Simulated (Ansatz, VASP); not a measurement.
## One calculation of AlN, two programs

```xyz
2
Lattice="0.0000 2.0022 2.0022 2.0022 0.0000 2.0022 2.0022 2.0022 0.0000" Properties=species:S:1:pos:R:3 pbc="T T T"
Al    2.0022    2.0022    2.0022
N     0.0000    0.0000    0.0000
```

Alike in both runs: task single point; functional PBEsol; k mesh 10 × 10 × 10; occupations gaussian, width 0.02 eV; no spin polarisation.

|  | VASP | Ansatz |
| --- | --- | --- |
| version | VASP 6.6.1 | Ansatz 0.2.0 |
| potentials or method | VASP PAW PBE potentials, release 64 (Al, N), cutoff 600 eV | scalar-relativistic, plane waves, PAW |
| valence electrons in the cell | 8 | 8 |

```csv
,VASP,Ansatz,Ansatz less VASP
gap on the k mesh at the Fermi level (eV),4.83,4.84,+0.005
least direct gap on the mesh (eV),6.09,6.07,-0.022
pressure (GPa),8.3,8.5,+0.24
```

VASP's potentials were made for PBE, not for PBEsol.
